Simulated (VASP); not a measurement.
# TiO2 (Fm-3m) in VASP: notebook, part 2 of 2

VASP 6.6.1. The steps go on from the part before.

### Step 4. Single point, PBE

This run uses another cell than the first one, of 9.18 Å³/atom, 1.111 times its volume.

INCAR reads:

```
SYSTEM = TiO2
PREC = Accurate ; ENCUT = 520
EDIFF = 1E-6 ; ISMEAR = 0
SIGMA = 0.01 ; LREAL = .False.
LASPH = .True. ; NELM = 80
ALGO = Normal ; ISIF = 2
LWAVE = .False. ; LCHARG = .True.
GGA = PE ; LELF = .True.
LVHAR = .True. ; NBANDS = 19
```

KPOINTS reads:

```
regular mesh
0
Gamma
  6 6 6
  0 0 0
```

POSCAR reads:

```
TiO2
1.0
    0.0000000000      2.3968272541      2.3968272541
    2.3968272541      0.0000000000      2.3968272541
    2.3968272541      2.3968272541      0.0000000000
Ti O
1 2
Direct
    0.0000000000      0.0000000000      0.0000000000
    0.2500000000      0.2500000000      0.2500000000
    0.7500000000      0.7500000000      0.7500000000
```

The run is started by

```sh
$ cat potpaw_PBE.64/Ti_sv/POTCAR potpaw_PBE.64/O/POTCAR > POTCAR
$ mpirun -np 1 vasp_std > vasp.out
```

Run time: 38 s. Hardware: 1 thread of AMD EPYC 7R13, shared host; peak memory 0.13 GiB.

The run converged. Its results:

```
Free energy            : -26.0170 eV
Pressure               : 6.8 GPa
Band gap on the k mesh : 1.13 eV, indirect (least direct gap 1.83 eV)
```

Levels at points of the mesh, in eV from the valence-band top:
| k point | band 10 | band 11 | band 12 | band 13 | band 14 | band 15 |
| --- | --- | --- | --- | --- | --- | --- |
| (0.00, 0.00, 0.00) | -0.87 | -0.87 | -0.87 | 1.13 | 1.13 | 5.38 |
| (0.50, 0.00, 0.00) | -3.28 | -2.54 | -2.54 | 1.48 | 1.48 | 2.87 |
| (0.50, 0.50, 0.00) | -2.11 | -2.11 | 0.00 | 1.83 | 1.84 | 2.89 |

### Step 5. Single point, PBE (volume changed by +5%)

INCAR reads:

```
PREC     = Accurate       # precision mode
ENCUT    = 520            # plane-wave cutoff, eV
EDIFF    = 1E-6           # SCF threshold, eV
ISMEAR   = 0              # smearing method
SIGMA    = 0.01           # smearing width, eV
LREAL    = False          # projectors in reciprocal space
LASPH    = True           # aspherical terms in the spheres
NELM     = 60             # most SCF steps
ALGO     = Normal         # electronic algorithm
ISIF     = 2              # what is computed and relaxed
LWAVE    = False          # write WAVECAR
LCHARG   = False          # write CHGCAR
GGA      = PE             # functional
NBANDS   = 19             # bands
```

KPOINTS reads:

```
regular mesh
0
Gamma
  6 6 6
```

POSCAR reads:

```
TiO2
1.0
    0.0000000000      2.4361264890      2.4361264890
    2.4361264890      0.0000000000      2.4361264890
    2.4361264890      2.4361264890      0.0000000000
Ti O
1 2
Direct
    0.0000000000      0.0000000000      0.0000000000
    0.2500000000      0.2500000000      0.2500000000
    0.7500000000      0.7500000000      0.7500000000
```

Potentials or basis: VASP PAW PBE potentials, release 64 (Ti_sv, O).

The run is started by

```sh
$ cat potpaw_PBE.64/Ti_sv/POTCAR potpaw_PBE.64/O/POTCAR > POTCAR
$ mpirun -np 1 vasp_std > vasp.out
```

OUTCAR:

```text
PREC = Accurate
   ENCUT = 520
   EDIFF = 1E-6
   ISMEAR = 0
   LREAL = False
   LASPH = True
   NELM = 60
   ISIF = 2
   GGA = PE

 ion  position               nearest neighbor table
   1  0.000  0.000  0.000-   3 2.11   3 2.11   3 2.11   2 2.11   3 2.11   2 2.11   2 2.11   2 2.11

   2  0.250  0.250  0.250-   1 2.11   1 2.11   1 2.11   1 2.11
   3  0.750  0.750  0.750-   1 2.11   1 2.11   1 2.11   1 2.11

  LATTYP: Found a face centered cubic cell.
 ALAT       =     4.8722529780

  Lattice vectors:

 A1 = (   0.0000000000,   2.4361264890,   2.4361264890)
 A2 = (   2.4361264890,   0.0000000000,   2.4361264890)
 A3 = (   2.4361264890,   2.4361264890,   0.0000000000)

Analysis of symmetry for initial positions (statically):
=====================================================================
 Subroutine PRICEL returns:
 Original cell was already a primitive cell.

 Routine SETGRP: Setting up the symmetry group for a
 face centered cubic supercell.

 Subroutine GETGRP returns: Found 48 space group operations
 (whereof 48 operations were pure point group operations)
 out of a pool of 48 trial point group operations.

The static configuration has the point symmetry O_h .

Analysis of symmetry for dynamics (positions and initial velocities):
=====================================================================
 Subroutine PRICEL returns:
 Original cell was already a primitive cell.

 Routine SETGRP: Setting up the symmetry group for a
 face centered cubic supercell.

 Subroutine GETGRP returns: Found 48 space group operations
 (whereof 48 operations were pure point group operations)
 out of a pool of 48 trial point group operations.

The dynamic configuration has the point symmetry O_h .

 Subroutine INISYM returns: Found 48 space group operations
 (whereof 48 operations are pure point group operations),
 and found     1 'primitive' translations

[... 103 lines left out ...]
   EFERMI_NEDOS =   21; number of points for ismear=-14 and -15
   IALGO  =     38    algorithm
   IMIX   =      4    mixing-type and parameters
     AMIX     =   0.40;   BMIX     =  1.00
     AMIX_MAG =   1.60;   BMIX_MAG =  1.00
  volume/ion in A,a.u.               =       9.64        65.04
  Fermi-wavevector in a.u.,A,eV,Ry     =   1.538516  2.907374 32.205428  2.367032
  Thomas-Fermi vector in A             =   2.644874
   LORBIT       =      0    0 simple, 1 ext, 2 COOP (PROOUT), +10 PAW based schemes
   GGA     = PE    functional components
   LHFCALC =     F    Hartree Fock is set to
   AEXX    =    0.0000 exact exchange contribution
   IVDW    =     0    specifies the selected vdW correction
   LEPSILON=     F    determine dielectric tensor
   LRPA    =     F    only Hartree local field effects (RPA)
 non-spin polarized calculation
 Gauss-broadening in eV      SIGMA  =   0.01
  energy-cutoff  :      520.00
  volume of cell :       28.92
 maximum number of plane-waves:       791
 NGX is ok and might be reduce to    28
   NGX = 13   NGY = 13   NGZ = 13

 number of electron      24.0000000 magnetization

 Free energy of the ion-electron system (eV)
  ---------------------------------------------------
  ext. energy  EPLUGINS =         0.00000000
  ---------------------------------------------------
  free energy    TOTEN  =       -26.02296585 eV

  energy without entropy =      -26.02296585  energy(sigma->0) =      -26.02296585

 E-fermi :   6.8570     XC(G=0): -11.9722

 val. band max:        6.7791799160   @ k =   0.5000   0.5000   0.0000
 cond. band min:       7.8622162528   @ k =   0.0000   0.0000   0.0000
 fundamental gap:      1.0830363368
 Fermi energy:         6.8570135594

 k-point     1 :       0.0000    0.0000    0.0000
  band No.  band energies     occupation
      1     -51.0808      2.00000
      2     -27.1646      2.00000
      3     -27.1646      2.00000
      4     -27.1646      2.00000
      5     -12.5954      2.00000
      6      -9.0576      2.00000
[... 329 lines left out ...]
      6     -10.5579      2.00000
[... 11 lines left out ...]
     18      18.2833      0.00000
     19      21.5830      0.00000

------------------------ aborting loop because EDIFF is reached ----------------------------------------

  FORCE on cell =-STRESS in cart. coord.  units (eV):
  Direction    XX          YY          ZZ          XY          YZ          ZX
  --------------------------------------------------------------------------------------
  -------------------------------------------------------------------------------------
  Total       -0.9785206     -0.9785206     -0.9785206      0.0000000      0.0000000     -0.0000000
  in kB      -54.2189453    -54.2189453    -54.2189453      0.0000000      0.0000000     -0.0000000
  external PRESSURE =     -54.2189453 kB  Pullay stress =       0.0000000 kB

 VOLUME and BASIS-vectors are now :
 -----------------------------------------------------------------------------
  energy-cutoff  :      520.00
  volume of cell :       28.92
      direct lattice vectors                 reciprocal lattice vectors
     0.000000000  2.436126489  2.436126489    -0.205243858  0.205243858  0.205243858
     2.436126489  0.000000000  2.436126489     0.205243858 -0.205243858  0.205243858
     2.436126489  2.436126489  0.000000000     0.205243858  0.205243858 -0.205243858

 POSITION                                       TOTAL-FORCE (eV/Angst)
 -----------------------------------------------------------------------------------
      0.00000      0.00000      0.00000        -0.000000      0.000000     -0.000000
      1.21806      1.21806      1.21806        -0.000000     -0.000000      0.000000
      3.65419      3.65419      3.65419         0.000000      0.000000     -0.000000
 -----------------------------------------------------------------------------------
    total drift:                                0.000000      0.000000      0.000000

  FREE ENERGIE OF THE ION-ELECTRON SYSTEM (eV)
  ---------------------------------------------------
  free  energy   TOTEN  =       -26.0229658459 eV

  energy  without entropy=      -26.0229658459  energy(sigma->0) =      -26.02296585
```

Wall time 41 s (1 thread of AMD EPYC 7R13, shared host); peak memory 0.13 GiB.

Results:

```yaml
Free_energy: -26.0230 eV
Pressure: -5.4 GPa
Band_gap_on_the_k_mesh: 1.08 eV, indirect (least direct gap 1.72 eV)
```

Caveat: the cell differs from its parent crystal (volume changed by +5%). A k mesh can miss the band edges.

### Step 6. Single point, PBE (volume changed by +10%)

INCAR reads:

```
SYSTEM = TiO2
PREC     = Accurate       ! precision mode
ENCUT    = 520            ! plane-wave cutoff, eV
EDIFF    = 1E-7           ! SCF threshold, eV
ISMEAR   = 0              ! smearing method
SIGMA    = 0.01           ! smearing width, eV
LREAL    = .False.        ! projectors in reciprocal space
LASPH    = .True.         ! aspherical terms in the spheres
NELM     = 60             ! most SCF steps
ALGO     = Normal         ! electronic algorithm
ISIF     = 2              ! what is computed and relaxed
LWAVE    = .False.        ! write WAVECAR
LCHARG   = .True.         ! write CHGCAR
GGA      = PE             ! functional
LELF     = .True.         ! ELF
LVHAR    = .True.       
NBANDS   = 19             ! bands
```

KPOINTS reads:

```
Automatic mesh
0
Gamma
  6 6 6
  0 0 0
```

POSCAR reads:

```
TiO2
1.0
    0.0000000000      2.4741971146      2.4741971146
    2.4741971146      0.0000000000      2.4741971146
    2.4741971146      2.4741971146      0.0000000000
Ti O
1 2
Direct
    0.0000000000      0.0000000000      0.0000000000
    0.2500000000      0.2500000000      0.2500000000
    0.7500000000      0.7500000000      0.7500000000
```

Potentials or basis: VASP PAW PBE potentials, release 64 (Ti_sv, O).

The run is started by

```sh
$ cat potpaw_PBE.64/Ti_sv/POTCAR potpaw_PBE.64/O/POTCAR > POTCAR
$ mpirun -np 1 vasp_std > vasp.out
```

Run time: 52 s. Hardware: 1 thread of AMD EPYC 7R13, shared host; peak memory 0.13 GiB.

It converged, with:

| Property | Result |
| --- | --- |
| Free energy | -25.9366 eV |
| Pressure | -14.8 GPa |
| Band gap on the k mesh | 1.04 eV, indirect (least direct gap 1.62 eV) |

Levels at points of the mesh, in eV from the valence-band top:
| k point | band 10 | band 11 | band 12 | band 13 | band 14 | band 15 |
| --- | --- | --- | --- | --- | --- | --- |
| (0.00, 0.00, 0.00) | -0.79 | -0.79 | -0.79 | 1.04 | 1.04 | 4.71 |
| (0.50, 0.00, 0.00) | -3.08 | -2.32 | -2.32 | 1.32 | 1.32 | 2.40 |
| (0.50, 0.50, 0.00) | -1.90 | -1.90 | 0.00 | 1.62 | 1.64 | 2.40 |

Caveat: the cell differs from its parent crystal (volume changed by +10%). A k mesh can miss the band edges.

### Step 7. The runs side by side

| cell | gap on the mesh (eV) | pressure (GPa) |
| --- | --- | --- |
| a = 3.273 Å, angles 60.0°, 3 atoms | 1.20 | 43.0 |
| a = 3.332 Å, angles 60.0°, 3 atoms | 1.17 | 22.5 |
| a = 3.390 Å, angles 60.0°, 3 atoms | 1.13 | 6.8 |
| a = 3.445 Å, angles 60.0°, 3 atoms | 1.08 | -5.4 |
| a = 3.499 Å, angles 60.0°, 3 atoms | 1.04 | -14.8 |

Alike in all rows: task single point; level PBE; potentials or basis VASP PAW PBE potentials, release 64 (Ti_sv, O); no spin polarisation; k mesh 6 × 6 × 6; cutoff (eV) 520; smearing gaussian 0.01 eV.

Total energies depend on the potentials used, so only differences within one code and one set of settings carry meaning.
